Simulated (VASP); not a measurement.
Here is a VASP 6.6.1 calculation.

INCAR

```
ALGO     = Fast           # electronic algorithm
EDIFF    = 1E-6           # SCF threshold, eV
ENCUT    = 520            # plane-wave cutoff, eV
ISIF     = 2              # what is computed and relaxed
ISMEAR   = 0              # smearing method
LASPH    = True           # aspherical terms in the spheres
LCHARG   = False          # write CHGCAR
LREAL    = False          # projectors in reciprocal space
LWAVE    = False          # write WAVECAR
NBANDS   = 7              # bands
NELM     = 60             # most SCF steps
PREC     = Accurate       # precision mode
SIGMA    = 0.15           # smearing width, eV
```

The input KPOINTS:

```
k-points
0
Gamma
  18 18 16
```

POSCAR

```
Mg
1.0
    3.0502998005      0.0000000000     -0.0457544970
   -1.5251499003      2.6416371164      0.0228772485
   -0.0456725635      0.0000000000      3.0448375700
Mg
1
Direct
    0.0000000000      0.0000000000      0.0000000000
```

Potentials or basis: VASP PAW LDA potentials, release 64 (Mg).

Run with:

```console
$ cat potpaw_LDA.64/Mg/POTCAR > POTCAR
$ mpirun -np 1 vasp_std > vasp.out
```

Predict the pressure.

-0.8 GPa.

What does it give for the band gap on the k mesh?

Zero (bands 1 and 2 overlap by 5.26 eV).

Stress tensor (GPa, compression positive):
```
-0.76  0.00 -0.28
 0.00 -0.75  0.00
-0.28  0.00 -0.81
```

Caveat: the cell differs from its parent crystal (strain -0.0300 x Voigt [0, 0, 0, 0, 1, 0]).
